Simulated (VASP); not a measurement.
# Li6Be2Nb (Fm-3m) in VASP: notebook, part 2 of 2

VASP 6.6.1.

### 3 Single point, PBE

INCAR

```
SYSTEM = Li6Be2Nb
  ALGO = Normal
  EDIFF = 1E-6
  ENCUT = 750
  GGA = PE
  GGA_COMPAT = .False.
  ISIF = 2
  ISMEAR = 0
  LASPH = .True.
  LCHARG = .True.
  LELF = .True.
  LREAL = .False.
  LVHAR = .True.
  LWAVE = .False.
  NBANDS = 28
  NELM = 120
  PREC = Accurate
  SIGMA = 0.1
```

KPOINTS

```
k-points
0
Gamma
  4 4 4
  0 0 0
```

POSCAR

```
Li6Be2Nb
1.0
    0.0000000000      3.5828775900      3.5828775900
    3.5828775900      0.0000000000      3.5828775900
    3.5828775900      3.5828775900      0.0000000000
Li Be Nb
6 2 1
Direct
    0.7619999900      0.2380000100      0.2380000100
    0.2380000100      0.7619999900      0.2380000100
    0.2380000100      0.7619999900      0.7619999900
    0.7619999900      0.2380000100      0.7619999900
    0.2380000100      0.2380000100      0.7619999900
    0.7619999900      0.7619999900      0.2380000100
    0.2500000000      0.2500000000      0.2500000000
    0.7500000000      0.7500000000      0.7500000000
    0.0000000000      0.0000000000      0.0000000000
```

Potentials or basis: VASP PAW PBE potentials, release 64 (Li_sv, Be, Nb_sv).

Launch:

```bash
$ cat potpaw_PBE.64/Li_sv/POTCAR potpaw_PBE.64/Be/POTCAR potpaw_PBE.64/Nb_sv/POTCAR > POTCAR
$ mpirun -np 1 vasp_std > vasp.out
```

OUTCAR:

```text
SYSTEM = Li6Be2Nb
   EDIFF = 1E-6
   ENCUT = 750
   GGA = PE
   ISIF = 2
   ISMEAR = 0
   LASPH = .True.
   LREAL = .False.
   NELM = 120
   PREC = Accurate

 ion  position               nearest neighbor table
   1  0.762  0.238  0.238-   9 1.71   4 2.41   5 2.41   6 2.41   2 2.41
   2  0.238  0.762  0.238-   9 1.71   3 2.41   5 2.41   6 2.41   1 2.41
   3  0.238  0.762  0.762-   9 1.71   4 2.41   5 2.41   6 2.41   2 2.41
   4  0.762  0.238  0.762-   9 1.71   3 2.41   5 2.41   6 2.41   1 2.41
   5  0.238  0.238  0.762-   9 1.71   2 2.41   3 2.41   4 2.41   1 2.41
   6  0.762  0.762  0.238-   9 1.71   2 2.41   3 2.41   4 2.41   1 2.41
   7  0.250  0.250  0.250-
   8  0.750  0.750  0.750-
   9  0.000  0.000  0.000-   1 1.71   2 1.71   3 1.71   4 1.71   5 1.71   6 1.71

  LATTYP: Found a face centered cubic cell.
 ALAT       =     7.1657551800

  Lattice vectors:

 A1 = (   0.0000000000,   3.5828775900,   3.5828775900)
 A2 = (   3.5828775900,   0.0000000000,   3.5828775900)
 A3 = (   3.5828775900,   3.5828775900,   0.0000000000)

Analysis of symmetry for initial positions (statically):
=====================================================================
 Subroutine PRICEL returns:
 Original cell was already a primitive cell.

 Routine SETGRP: Setting up the symmetry group for a
 face centered cubic supercell.

 Subroutine GETGRP returns: Found 48 space group operations
 (whereof 48 operations were pure point group operations)
 out of a pool of 48 trial point group operations.

The static configuration has the point symmetry O_h .

Analysis of symmetry for dynamics (positions and initial velocities):
=====================================================================
 Subroutine PRICEL returns:
 Original cell was already a primitive cell.

 Routine SETGRP: Setting up the symmetry group for a
 face centered cubic supercell.

 Subroutine GETGRP returns: Found 48 space group operations
 (whereof 48 operations were pure point group operations)
 out of a pool of 48 trial point group operations.

The dynamic configuration has the point symmetry O_h .

 Subroutine INISYM returns: Found 48 space group operations
 (whereof 48 operations are pure point group operations),
 and found     1 'primitive' translations

----------------------------------------------------------------------------------------

                                     Primitive cell

  volume of cell :      91.9869

  direct lattice vectors                    reciprocal lattice vectors
     0.000000000  3.582877590  3.582877590    -0.139552633  0.139552633  0.139552633
     3.582877590  0.000000000  3.582877590     0.139552633 -0.139552633  0.139552633
     3.582877590  3.582877590  0.000000000     0.139552633  0.139552633 -0.139552633

  length of vectors
     5.066954080  5.066954080  5.066954080     0.241712250  0.241712250  0.241712250

  position of ions in fractional coordinates (direct lattice)
     0.761999990  0.238000010  0.238000010
     0.238000010  0.761999990  0.238000010
     0.238000010  0.761999990  0.761999990
     0.761999990  0.238000010  0.761999990
     0.238000010  0.238000010  0.761999990
[... 47 lines left out ...]
  0.500000  0.000000  0.000000      4.000000
  0.250000  0.250000  0.000000      6.000000
  0.500000  0.250000  0.000000     24.000000
 -0.250000  0.250000  0.000000     12.000000
  0.500000  0.500000  0.000000      3.000000
 -0.250000  0.500000  0.250000      6.000000
   k-points           NKPTS =      8   k-points in BZ     NKDIM =      8   number of bands    NBANDS=     28
   number of dos      NEDOS =    301   number of ions     NIONS =      9
   total plane-waves  NPLWV = 110592
   dimension x,y,z NGX =    48 NGY =   48 NGZ =   48
   dimension x,y,z NGXF=    96 NGYF=   96 NGZF=   96
   ions per type =               6   2   1
   NGX,Y,Z   is equivalent  to a cutoff of  15.75, 15.75, 15.75 a.u.
   NGXF,Y,Z  is equivalent  to a cutoff of  31.50, 31.50, 31.50 a.u.
 SYSTEM =  Li6Be2Nb
   PREC   = accura    normal or accurate (medium, high low for compatibility)
   ISTART =      0    job   : 0-new  1-cont  2-samecut
   ICHARG =      2    charge: 1-file 2-atom 10-const
   ISPIN  =      1    spin polarized calculation?
   LNONCOLLINEAR =      F non collinear calculations
   LSORBIT =      F    spin-orbit coupling
   LASPH  =      T    aspherical Exc in radial PAW
   ENCUT  =  750.0 eV  55.12 Ry    7.42 a.u.  11.31 11.31 11.31*2*pi/ulx,y,z
   NELM   =    120;   NELMIN=  2; NELMDL= -5     # of ELM steps
   EDIFF  = 0.1E-05   stopping-criterion for ELM
   LREAL  =      F    real-space projection
   EDIFFG = 0.1E-04   stopping-criterion for IOM
   NSW    =      0    number of steps for IOM
   IBRION =     -1    ionic relax: 0-MD 1-quasi-New 2-CG
   NFREE  =      0    steps in history (QN), initial steepest desc. (CG)
   ISIF   =      2    stress and relaxation
   ISYM   =      2    0-nonsym 1-usesym 2-fastsym
   POTIM  = 0.5000    time-step for ionic-motion
   TEBEG  =    0.0;   TEEND  =   0.0 temperature during run
   PSTRESS=    0.0 pullay stress
   NELECT =      35.0000    total number of electrons
   NUPDOWN=      -1.0000    fix difference up-down
   EMIN   =  10.00;   EMAX   =-10.00  energy-range for DOS
   EFERMI =   0.00;   METHOD = LEGACY
   ISMEAR =     0;   SIGMA  =   0.10  broadening in eV -4-tet -1-fermi 0-gaus
   EFERMI_NEDOS =   21; number of points for ismear=-14 and -15
   IALGO  =     38    algorithm
   IMIX   =      4    mixing-type and parameters
     AMIX     =   0.40;   BMIX     =  1.00
     AMIX_MAG =   1.60;   BMIX_MAG =  1.00
  volume/ion in A,a.u.               =      10.22        68.97
  Fermi-wavevector in a.u.,A,eV,Ry     =   1.186285  2.241753 19.147085  1.407271
  Thomas-Fermi vector in A             =   2.322460
   LORBIT       =      0    0 simple, 1 ext, 2 COOP (PROOUT), +10 PAW based schemes
   GGA     = PE    functional components
   LHFCALC =     F    Hartree Fock is set to
   AEXX    =    0.0000 exact exchange contribution
   IVDW    =     0    specifies the selected vdW correction
   LEPSILON=     F    determine dielectric tensor
   LRPA    =     F    only Hartree local field effects (RPA)
 non-spin polarized calculation
 Gauss-broadening in eV      SIGMA  =   0.10
  energy-cutoff  :      750.00
  volume of cell :       91.99
 maximum number of plane-waves:      4314
 NGX is ok and might be reduce to    48
   NGX = 23   NGY = 23   NGZ = 23

 number of electron      35.0000001 magnetization

 Free energy of the ion-electron system (eV)
  ---------------------------------------------------
  ext. energy  EPLUGINS =         0.00000000
  ---------------------------------------------------
  free energy    TOTEN  =        -7.84197543 eV

  energy without entropy =       -7.81029184  energy(sigma->0) =       -7.82613363

 E-fermi :   5.5733     XC(G=0):  -9.8846

 val. band max:        5.5106793470   @ k =   0.5000   0.0000   0.0000
 cond. band min:       5.5782044445   @ k =   0.2500   0.0000   0.0000
 fundamental gap:      0.0675250974
 Fermi energy:         5.5733494032

 k-point     1 :       0.0000    0.0000    0.0000
  band No.  band energies     occupation
      1     -50.1371      2.00000
      2     -41.9391      2.00000
      3     -41.9391      2.00000
      4     -41.9391      2.00000
      5     -41.7523      2.00000
      6     -41.7523      2.00000
[... 237 lines left out ...]
     27      12.2047      0.00000
     28      13.0544      0.00000

------------------------ aborting loop because EDIFF is reached ----------------------------------------

  FORCE on cell =-STRESS in cart. coord.  units (eV):
  Direction    XX          YY          ZZ          XY          YZ          ZX
  --------------------------------------------------------------------------------------
  -------------------------------------------------------------------------------------
  Total       27.3897736     27.3897736     27.3897736     -0.0000000      0.0000000      0.0000000
  in kB      477.0601238    477.0601238    477.0601238     -0.0000000      0.0000000      0.0000000
  external PRESSURE =     477.0601238 kB  Pullay stress =       0.0000000 kB

 VOLUME and BASIS-vectors are now :
 -----------------------------------------------------------------------------
  energy-cutoff  :      750.00
  volume of cell :       91.99
      direct lattice vectors                 reciprocal lattice vectors
     0.000000000  3.582877590  3.582877590    -0.139552633  0.139552633  0.139552633
     3.582877590  0.000000000  3.582877590     0.139552633 -0.139552633  0.139552633
     3.582877590  3.582877590  0.000000000     0.139552633  0.139552633 -0.139552633

 POSITION                                       TOTAL-FORCE (eV/Angst)
 -----------------------------------------------------------------------------------
      1.70545      3.58288      3.58288         8.170248      0.000000      0.000000
      3.58288      1.70545      3.58288         0.000000      8.170248      0.000000
      5.46031      3.58288      3.58288        -8.170248      0.000000      0.000000
      3.58288      5.46031      3.58288         0.000000     -8.170248      0.000000
      3.58288      3.58288      1.70545         0.000000      0.000000      8.170248
      3.58288      3.58288      5.46031         0.000000      0.000000     -8.170248
      1.79144      1.79144      1.79144         0.000000      0.000000      0.000000
      5.37432      5.37432      5.37432         0.000000      0.000000     -0.000000
      0.00000      0.00000      0.00000         0.000000      0.000000     -0.000000
 -----------------------------------------------------------------------------------
    total drift:                               -0.000000      0.000000      0.000000

  FREE ENERGIE OF THE ION-ELECTRON SYSTEM (eV)
  ---------------------------------------------------
  free  energy   TOTEN  =        -7.8419754277 eV

  energy  without entropy=       -7.8102918353  energy(sigma->0) =       -7.82613363
```

Run time: 2.5 min. Hardware: 1 thread of Intel Xeon 8259CL, shared host; peak memory 0.33 GiB.

What came out:

| Property | Result |
| --- | --- |
| Free energy | -7.8420 eV |
| Pressure | 47.7 GPa |
| Largest force | 8.170 eV/Å |

Forces in eV/Å, atoms in the order of the input:
```
Li   8.170  0.000  0.000
Li   0.000  8.170  0.000
Li  -8.170  0.000  0.000
Li   0.000 -8.170  0.000
Li   0.000  0.000  8.170
Li   0.000  0.000 -8.170
Be   0.000  0.000  0.000
Be   0.000  0.000  0.000
Nb   0.000  0.000  0.000
```

Caveat: the k points lie up to 0.38 Å⁻¹ apart; forces of over 1 eV/Å act on the atoms, so gaps and moduli don't describe the material at rest.
